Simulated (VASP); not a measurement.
# Ba4Ti5O12 in VASP: notebook

Runs on Ba4Ti5O12. Level: PBEsol. Tasks: single point.

All numbers are computed with VASP 6.6.1; they aren't measurements. Logs are shortened: lines on timing, memory, paths and dates and some standing lists are left out, and cuts for length are marked.

## 1. The cell of the first run

The cell holds a slab with vacuum, 21 atoms: a = 5.614 Å, b = 5.614 Å, c = 24.168 Å, α = 90.00°, β = 90.00°, γ = 120.00°.

## 2. Single point, PBEsol

Input file INCAR:

```
SYSTEM = Ba4Ti5O12
  PREC = Accurate
  ENCUT = 520
  EDIFF = 1E-6
  ISMEAR = -1
  SIGMA = 0.3
  LREAL = Auto
  LASPH = .TRUE.
  NELM = 100
  ALGO = Normal
  ISIF = 2
  LWAVE = .FALSE.
  LCHARG = .TRUE.
  LDIPOL = .TRUE.
  IDIPOL = 3
  DIPOL = 0.5 0.5 0.500
  GGA = PS
  LELF = .TRUE.
  LVHAR = .TRUE.
  LVACPOTAV = .TRUE.
  NBANDS = 102
```

Input file KPOINTS:

```
regular mesh
0
G
  6 6 1
  0 0 0
```

Input file POSCAR:

```
Ba4Ti5O12
1.0
    5.6142431383      0.0000000000      0.0000000000
   -2.8071215691      4.8620771808      0.0000000000
    0.0000000000      0.0000000000     24.1680206538
Ti Ba O
5 4 12
Direct
    0.6666666667      0.3333333333      0.3103274409
    0.3333333333      0.6666666667      0.4051637204
    0.0000000000      0.0000000000      0.5000000000
    0.6666666667      0.3333333333      0.5948362796
    0.3333333333      0.6666666667      0.6896725591
    0.0000000000      0.0000000000      0.3577455806
    0.6666666667      0.3333333333      0.4525818602
    0.3333333333      0.6666666667      0.5474181398
    0.0000000000      0.0000000000      0.6422544194
    0.5000000000      0.5000000000      0.3577455806
    0.5000000000      0.0000000000      0.3577455806
    0.0000000000      0.5000000000      0.3577455806
    0.1666666667      0.8333333333      0.4525818602
    0.1666666667      0.3333333333      0.4525818602
    0.6666666667      0.8333333333      0.4525818602
    0.8333333333      0.1666666667      0.5474181398
    0.8333333333      0.6666666667      0.5474181398
    0.3333333333      0.1666666667      0.5474181398
    0.5000000000      0.5000000000      0.6422544194
    0.5000000000      0.0000000000      0.6422544194
    0.0000000000      0.5000000000      0.6422544194
```

Potentials or basis: VASP PAW PBE potentials, release 64 (Ti_sv, Ba_sv, O).

The run is started by

```sh
cat potpaw_PBE.64/Ti_sv/POTCAR potpaw_PBE.64/Ba_sv/POTCAR potpaw_PBE.64/O/POTCAR > POTCAR
mpirun -np 1 vasp_std > vasp.out
```

OUTCAR:

```text
SYSTEM = Ba4Ti5O12
   PREC = Accurate
   ENCUT = 520
   EDIFF = 1E-6
   ISMEAR = -1
   LREAL = Auto
   LASPH = .TRUE.
   NELM = 100
   ISIF = 2
   GGA = PS

 ion  position               nearest neighbor table
   1  0.667  0.333  0.310-  11 1.98  12 1.98  10 1.98   7 3.44   6 3.44   6 3.44   6 3.44
   2  0.333  0.667  0.405-  13 1.98  11 1.98  12 1.98  10 1.98  14 1.98  15 1.98   6 3.44   7 3.44
                             7 3.44   6 3.44   6 3.44   7 3.44   8 3.44
   3  0.000  0.000  0.500-  14 1.98  17 1.98  15 1.98  18 1.98  13 1.98  16 1.98   7 3.44   8 3.44
                             8 3.44   7 3.44   7 3.44   8 3.44   6 3.44   9 3.44
   4  0.667  0.333  0.595-  16 1.98  20 1.98  21 1.98  19 1.98  17 1.98  18 1.98   9 3.44   8 3.44
                             8 3.44   9 3.44   9 3.44   8 3.44   7 3.44
   5  0.333  0.667  0.690-  20 1.98  21 1.98  19 1.98   8 3.44   9 3.44   9 3.44   9 3.44
   6  0.000  0.000  0.358-  12 2.81  12 2.81  11 2.81  11 2.81  10 2.81  10 2.81  14 2.81  15 2.81
                            13 2.81   1 3.44   1 3.44   1 3.44   2 3.44   2 3.44   2 3.44   3 3.44
   7  0.667  0.333  0.453-  15 2.81  15 2.81  14 2.81  14 2.81  13 2.81  13 2.81  16 2.81  11 2.81
                            12 2.81  10 2.81  17 2.81  18 2.81   1 3.44   3 3.44   2 3.44   2 3.44
   8  0.333  0.667  0.547-  18 2.81  18 2.81  17 2.81  17 2.81  16 2.81  16 2.81  13 2.81  20 2.81
                            21 2.81  19 2.81  14 2.81  15 2.81   5 3.44   3 3.44   4 3.44   4 3.44
   9  0.000  0.000  0.642-  21 2.81  21 2.81  20 2.81  20 2.81  19 2.81  19 2.81  17 2.81  18 2.81
                            16 2.81   5 3.44   5 3.44   5 3.44   4 3.44   4 3.44   4 3.44   3 3.44
  10  0.500  0.500  0.358-   1 1.98   2 1.98   6 2.81   6 2.81   7 2.81
  11  0.500  0.000  0.358-   1 1.98   2 1.98   6 2.81   6 2.81   7 2.81
  12  0.000  0.500  0.358-   1 1.98   2 1.98   6 2.81   6 2.81   7 2.81
  13  0.167  0.833  0.453-   2 1.98   3 1.98   7 2.81   7 2.81   8 2.81   6 2.81
  14  0.167  0.333  0.453-   3 1.98   2 1.98   7 2.81   7 2.81   6 2.81   8 2.81
  15  0.667  0.833  0.453-   3 1.98   2 1.98   7 2.81   7 2.81   6 2.81   8 2.81
  16  0.833  0.167  0.547-   4 1.98   3 1.98   8 2.81   8 2.81   7 2.81   9 2.81
  17  0.833  0.667  0.547-   3 1.98   4 1.98   8 2.81   8 2.81   9 2.81   7 2.81
  18  0.333  0.167  0.547-   3 1.98   4 1.98   8 2.81   8 2.81   9 2.81   7 2.81
  19  0.500  0.500  0.642-   5 1.98   4 1.98   9 2.81   9 2.81   8 2.81
  20  0.500  0.000  0.642-   5 1.98   4 1.98   9 2.81   9 2.81   8 2.81
  21  0.000  0.500  0.642-   5 1.98   4 1.98   9 2.81   9 2.81   8 2.81

  LATTYP: Found a hexagonal cell.
 ALAT       =     5.6142431383
 C/A-ratio  =     4.3047691485

  Lattice vectors:

 A1 = (   5.6142431383,   0.0000000000,   0.0000000000)
 A2 = (  -2.8071215691,   4.8620771808,   0.0000000000)
 A3 = (   0.0000000000,   0.0000000000,  24.1680206538)

Analysis of symmetry for initial positions (statically):
=====================================================================
 Subroutine PRICEL returns:
 Original cell was already a primitive cell.

 Routine SETGRP: Setting up the symmetry group for a
 hexagonal supercell.

 Subroutine GETGRP returns: Found 12 space group operations
 (whereof 12 operations were pure point group operations)
 out of a pool of 24 trial point group operations.

The static configuration has the point symmetry D_3d.

Analysis of symmetry for dynamics (positions and initial velocities):
=====================================================================
 Subroutine PRICEL returns:
 Original cell was already a primitive cell.

 Routine SETGRP: Setting up the symmetry group for a
 hexagonal supercell.

 Subroutine GETGRP returns: Found 12 space group operations
 (whereof 12 operations were pure point group operations)
 out of a pool of 24 trial point group operations.

The dynamic configuration has the point symmetry D_3d.

 Subroutine INISYM returns: Found 12 space group operations
 (whereof 12 operations are pure point group operations),
 and found     1 'primitive' translations

----------------------------------------------------------------------------------------

                                     Primitive cell

  volume of cell :     659.7116

  direct lattice vectors                    reciprocal lattice vectors
     5.614243138  0.000000000  0.000000000     0.178118399  0.102836706  0.000000000
    -2.807121569  4.862077181  0.000000000     0.000000000  0.205673411  0.000000000
     0.000000000  0.000000000 24.168020654     0.000000000  0.000000000  0.041376992

  length of vectors
     5.614243138  5.614243138 24.168020654     0.205673411  0.205673411  0.041376992

  position of ions in fractional coordinates (direct lattice)
     0.666666667  0.333333333  0.310327441
     0.333333333  0.666666667  0.405163720
     0.000000000  0.000000000  0.500000000
     0.666666667  0.333333333  0.594836280
     0.333333333  0.666666667  0.689672559
[... 61 lines left out ...]

 Subroutine IBZKPT returns following result:
 ===========================================

 Found      7 irreducible k-points:

 Following reciprocal coordinates:
            Coordinates               Weight
  0.000000  0.000000  0.000000      1.000000
  0.166667  0.000000  0.000000      6.000000
  0.333333  0.000000  0.000000      6.000000
  0.500000 -0.000000  0.000000      3.000000
  0.166667  0.166667  0.000000      6.000000
  0.333333  0.166667  0.000000     12.000000
  0.333333  0.333333  0.000000      2.000000
   k-points           NKPTS =      7   k-points in BZ     NKDIM =      7   number of bands    NBANDS=    102
   number of dos      NEDOS =    301   number of ions     NIONS =     21
   total plane-waves  NPLWV = 317520
   dimension x,y,z NGX =    42 NGY =   42 NGZ =  180
   dimension x,y,z NGXF=    84 NGYF=   84 NGZF=  360
   ions per type =               5   4  12
   NGX,Y,Z   is equivalent  to a cutoff of  12.44, 12.44, 12.38 a.u.
   NGXF,Y,Z  is equivalent  to a cutoff of  24.87, 24.87, 24.76 a.u.
 SYSTEM =  Ba4Ti5O12
   PREC   = accura    normal or accurate (medium, high low for compatibility)
   ISTART =      0    job   : 0-new  1-cont  2-samecut
   ICHARG =      2    charge: 1-file 2-atom 10-const
   ISPIN  =      1    spin polarized calculation?
   LNONCOLLINEAR =      F non collinear calculations
   LSORBIT =      F    spin-orbit coupling
   LASPH  =      T    aspherical Exc in radial PAW
   ENCUT  =  520.0 eV  38.22 Ry    6.18 a.u.  10.44 10.44 44.94*2*pi/ulx,y,z
   NELM   =    100;   NELMIN=  2; NELMDL= -5     # of ELM steps
   EDIFF  = 0.1E-05   stopping-criterion for ELM
   LREAL  =      T    real-space projection
   EDIFFG = 0.1E-04   stopping-criterion for IOM
   NSW    =      0    number of steps for IOM
   IBRION =     -1    ionic relax: 0-MD 1-quasi-New 2-CG
   NFREE  =      0    steps in history (QN), initial steepest desc. (CG)
   ISIF   =      2    stress and relaxation
   ISYM   =      2    0-nonsym 1-usesym 2-fastsym
   POTIM  = 0.5000    time-step for ionic-motion
   TEBEG  =    0.0;   TEEND  =   0.0 temperature during run
   PSTRESS=    0.0 pullay stress
   NELECT =     172.0000    total number of electrons
   NUPDOWN=      -1.0000    fix difference up-down
   EMIN   =  10.00;   EMAX   =-10.00  energy-range for DOS
   EFERMI =   0.00;   METHOD = LEGACY
   ISMEAR =    -1;   SIGMA  =   0.30  broadening in eV -4-tet -1-fermi 0-gaus
   EFERMI_NEDOS =   21; number of points for ismear=-14 and -15
   IALGO  =     38    algorithm
   IMIX   =      4    mixing-type and parameters
     AMIX     =   0.40;   BMIX     =  1.00
     AMIX_MAG =   1.60;   BMIX_MAG =  1.00
  volume/ion in A,a.u.               =      31.41       212.00
  Fermi-wavevector in a.u.,A,eV,Ry     =   1.045842  1.976356 14.881868  1.093786
  Thomas-Fermi vector in A             =   2.180655
   LORBIT       =      0    0 simple, 1 ext, 2 COOP (PROOUT), +10 PAW based schemes
   GGA     = PS    functional components
   LHFCALC =     F    Hartree Fock is set to
   AEXX    =    0.0000 exact exchange contribution
   IVDW    =     0    specifies the selected vdW correction
   LEPSILON=     F    determine dielectric tensor
   LRPA    =     F    only Hartree local field effects (RPA)
 non-spin polarized calculation
  energy-cutoff  :      520.00
  volume of cell :      659.71
 maximum number of plane-waves:     17813
 NGX is ok and might be reduce to    42
   NGX = 21   NGY = 21   NGZ = 89

 dipolmoment           0.000000      0.000000      0.000000 electrons x Angstroem

 number of electron     171.9999985 magnetization

 dipolmoment           0.000000      0.000000     -0.000000 electrons x Angstroem

 Free energy of the ion-electron system (eV)
  ---------------------------------------------------
  ext. energy  EPLUGINS =         0.00000000
  ---------------------------------------------------
  free energy    TOTEN  =      -170.79499963 eV

  energy without entropy =     -168.05506361  energy(sigma->0) =     -169.42503162

 E-fermi :   0.6438     XC(G=0):  -5.7668

 val. band max:        0.5718959872   @ k =   0.0000   0.0000   0.0000
 cond. band min:       0.6630440095   @ k =   0.1667   0.0000   0.0000
 fundamental gap:      0.0911480223
 Fermi energy:         0.6437525159

 k-point     1 :       0.0000    0.0000    0.0000
  band No.  band energies     occupation
      1     -57.2924      2.00000
      2     -57.2924      2.00000
      3     -57.1564      2.00000
      4     -57.1563      2.00000
      5     -57.1227      2.00000
      6     -33.7105      2.00000
[... 696 lines left out ...]
     97       2.1685      0.01233
     98       2.2025      0.01102
 [bands above 98 left out]

------------------------ aborting loop because EDIFF is reached ----------------------------------------

  FORCE on cell =-STRESS in cart. coord.  units (eV):
  Direction    XX          YY          ZZ          XY          YZ          ZX
  --------------------------------------------------------------------------------------
  -------------------------------------------------------------------------------------
  Total       -0.5085302     -0.5085302    -11.1276611     -0.0000000      0.0000000     -0.0000000
  in kB       -1.2350178     -1.2350178    -27.0246653     -0.0000000      0.0000000     -0.0000000
  external PRESSURE =      -9.8315670 kB  Pullay stress =       0.0000000 kB

 VOLUME and BASIS-vectors are now :
 -----------------------------------------------------------------------------
  energy-cutoff  :      520.00
  volume of cell :      659.71
      direct lattice vectors                 reciprocal lattice vectors
     5.614243138  0.000000000  0.000000000     0.178118399  0.102836706  0.000000000
    -2.807121569  4.862077181  0.000000000     0.000000000  0.205673411  0.000000000
     0.000000000  0.000000000 24.168020654     0.000000000  0.000000000  0.041376992

 POSITION                                       TOTAL-FORCE (eV/Angst)
 -----------------------------------------------------------------------------------
      2.80712      1.62069      7.50000        -0.000000      0.000000      5.065850
     -0.00000      3.24138      9.79201        -0.000000      0.000000      0.362506
      0.00000      0.00000     12.08401         0.000000      0.000000      0.000000
      2.80712      1.62069     14.37602         0.000000      0.000000     -0.362506
     -0.00000      3.24138     16.66802         0.000000      0.000000     -5.065850
      0.00000      0.00000      8.64600        -0.000000      0.000000      0.635783
[... 13 lines left out ...]
      2.80712      0.00000     15.52202        -0.000000     -1.297525      1.907812
     -1.40356      2.43104     15.52202         1.123689      0.648762      1.907812
 -----------------------------------------------------------------------------------
    total drift:                                0.000000      0.000000     -0.000000

  FREE ENERGIE OF THE ION-ELECTRON SYSTEM (eV)
  ---------------------------------------------------
  free  energy   TOTEN  =      -170.7949996276 eV

  energy  without entropy=     -168.0550636122  energy(sigma->0) =     -169.42503162

 vacuum level on the upper side and lower side of the slab         4.133         4.133
```

It took 15 min on 1 thread of Intel Xeon 6975P-C (Granite Rapids), shared host; peak memory 0.83 GiB.

What came out:

```
Free energy            : -170.7950 eV
Largest force          : 5.066 eV/Å
Band gap on the k mesh : zero (bands 86 and 87 overlap by 0.51 eV)
```

Forces on the atoms (eV/Å):
```
Ti   0.000  0.000  5.066
Ti   0.000  0.000  0.363
Ti   0.000  0.000  0.000
Ti   0.000  0.000 -0.363
Ti   0.000  0.000 -5.066
Ba   0.000  0.000  0.636
Ba   0.000  0.000  0.198
Ba   0.000  0.000 -0.198
Ba   0.000  0.000 -0.636
O    1.124 -0.649 -1.908
O    0.000  1.298 -1.908
O   -1.124 -0.649 -1.908
O   -0.030  0.017 -0.350
O    0.000 -0.034 -0.350
O    0.030  0.017 -0.350
O    0.030 -0.017  0.350
O    0.000  0.034  0.350
O   -0.030 -0.017  0.350
O   -1.124  0.649  1.908
O    0.000 -1.298  1.908
O    1.124  0.649  1.908
```

Caveat: so wide a smearing shifts energies and pressures; the PAW data sets were made with another functional, which shifts forces and pressure a little; spin-orbit coupling is left out, which moves the levels of the heavy elements; semilocal functionals often make such compounds metallic where correlation or magnetic order opens a gap, which also shifts bond lengths.

## 3. Single point, PBEsol

Input file INCAR:

```
PREC = Accurate ; ENCUT = 520
EDIFF = 1E-6 ; ISMEAR = 0
SIGMA = 0.05 ; LREAL = Auto
LASPH = T ; NELM = 100
ALGO = Normal ; ISIF = 2
LWAVE = F ; LCHARG = F
LDIPOL = T ; IDIPOL = 3
DIPOL = 0.5 0.5 0.500 ; GGA = PS
NBANDS = 102 ; EFIELD = 0.3
```

Input file KPOINTS:

```
Automatic mesh
0
Gamma
  6 6 1
```

POSCAR is that of step 2.

Potentials or basis: VASP PAW PBE potentials, release 64 (Ti_sv, Ba_sv, O).

The run is started by

```sh
cat potpaw_PBE.64/Ti_sv/POTCAR potpaw_PBE.64/Ba_sv/POTCAR potpaw_PBE.64/O/POTCAR > POTCAR
mpirun -np 1 vasp_std > vasp.out
```

It took 13 min on 1 thread of Intel Xeon 6975P-C (Granite Rapids), shared host; peak memory 0.81 GiB.

The run converged. Its results:

| Property | Result |
| --- | --- |
| Free energy | -169.1482 eV |
| Largest force | 5.703 eV/Å |
| Band gap on the k mesh | zero (bands 86 and 87 overlap by 0.53 eV) |

Forces on the atoms (eV/Å):
```
Ti   0.000  0.000  5.703
Ti   0.000  0.000  0.531
Ti   0.000  0.000  0.000
Ti   0.000  0.000 -0.507
Ti   0.000  0.000 -5.670
Ba   0.000  0.000  0.668
Ba   0.000  0.000  0.242
Ba   0.000  0.000 -0.236
Ba   0.000  0.000 -0.618
O    1.285 -0.742 -2.148
O    0.000  1.484 -2.148
O   -1.285 -0.742 -2.148
O   -0.014  0.008 -0.394
O    0.000 -0.016 -0.394
O    0.014  0.008 -0.394
O    0.005 -0.003  0.386
O    0.000  0.006  0.386
O   -0.005 -0.003  0.386
O   -1.293  0.747  2.119
O    0.000 -1.493  2.119
O    1.293  0.747  2.119
```

Levels at points of the mesh, in eV from the Fermi level:
| k point | band 82 | band 83 | band 84 | band 85 | band 86 | band 87 | band 88 | band 89 | band 90 | band 91 |
| --- | --- | --- | --- | --- | --- | --- | --- | --- | --- | --- |
| (0.00, 0.00, 0.00) | -2.42 | -2.42 | -2.27 | -0.43 | -0.35 | -0.31 | -0.31 | -0.04 | 0.05 | 0.05 |
| (0.50, 0.00, 0.00) | -2.91 | -2.78 | -2.38 | -0.11 | 0.07 | 0.19 | 0.24 | 0.36 | 0.43 | 0.48 |

Caveat: the PAW data sets were made with another functional, which shifts forces and pressure a little; spin-orbit coupling is left out, which moves the levels of the heavy elements; semilocal functionals often make such compounds metallic where correlation or magnetic order opens a gap, which also shifts bond lengths.
